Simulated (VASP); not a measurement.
# Be3S2: relaxation of cell and atoms with PBE

Be3S2:

```
Be S
1.0
     1.59989    0.92370    7.41630
    -1.59989    0.92370    7.41630
     0.00000   -1.84739    7.41630
Be S
3 2
Cartesian
  0.0000 0.0000 0.0000
  0.0000 0.0000 4.6611
  0.0000 0.0000 17.5877
  0.0000 0.0000 8.8996
  0.0000 0.0000 13.3493
```

| Property | Result |
| --- | --- |
| Program | VASP 6.6.1 |
| Task | relaxation of cell and atoms |
| Functional | PBE |
| Potentials or basis | VASP PAW PBE potentials, release 64 (Be, S) |
| Cutoff | 600 eV |
| k mesh | 6 × 6 × 6 |
| Occupations | gaussian, width 0.1 eV |
| Spin | no spin polarisation |
| Dipole correction | no |
| Further INCAR settings | ALGO = Normal; EDIFF = 1e-06; IBRION = 2; EDIFFG = -0.04; NSW = 90; ISIF = 3 |

| Property | Result |
| --- | --- |
| Relaxed volume | 12.42 Å³/atom |
| Relaxed cell | a = 7.235 Å, b = 7.235 Å, c = 7.235 Å, α = 25.57°, β = 25.57°, γ = 25.57° |
| Space group after relaxing (to 0.05 Å) | R-3m (No. 166) |
| Energy gained by relaxing | 31.2 meV/atom |
| Ionic steps | 5 |
| Pressure after relaxing | 0.1 GPa |
| Largest force after relaxing | 0.014 eV/Å |
| Band gap on the k mesh | 0.33 eV, indirect (least direct gap 0.80 eV) |

Forces in eV/Å, atoms in the order of the input:
```
Be   0.000  0.000  0.000
Be   0.000  0.000 -0.003
Be   0.000  0.000  0.003
S    0.000  0.000 -0.014
S    0.000  0.000  0.014
```

Stress tensor (GPa, compression positive):
```
0.02 0.00 0.00
0.00 0.02 0.00
0.00 0.00 0.15
```

Step by step:
```
step  energy change (eV)  largest force (eV/Å)  pressure (GPa)  volume (Å³)
   1              0.0000                0.4265           -4.75        65.76
   2             -0.1493                0.0955            0.19        62.08
   3             -0.1516                0.0709            0.94        61.61
   4             -0.1516                0.0665            1.07        61.53
   5             -0.1558                0.0144            0.06        62.12
```

Final structure:
```
CELL_PARAMETERS angstrom
1.60115 0.92442 6.99495
-1.60115 0.92442 6.99495
0.00000 -1.84885 6.99495
ATOMIC_POSITIONS crystal
Be 0.00000 0.00000 0.00000
Be 0.21056 0.21056 0.21056
Be 0.78944 0.78944 0.78944
S 0.39925 0.39925 0.39925
S 0.60075 0.60075 0.60075
```

Levels at points of the mesh, in eV from the valence-band top:
```tsv
k point	band 7	band 8	band 9	band 10	band 11	band 12
(0.00, 0.00, 0.00)	-1.26	-1.22	-1.22	3.98	3.98	4.18
(0.50, 0.00, 0.00)	-3.55	-2.63	-0.84	1.05	1.73	2.39
(0.50, 0.50, 0.00)	-3.66	-2.42	-0.96	0.92	2.68	2.88
(0.50, 0.50, 0.50)	-1.17	-1.17	-0.05	3.74	3.74	4.17
```

It took 7.6 min on 1 thread of Intel(R) Xeon(R) Platinum 8488C (Sapphire Rapids), on a shared host, peak memory 0.6 GiB.

A k mesh can miss the band edges.
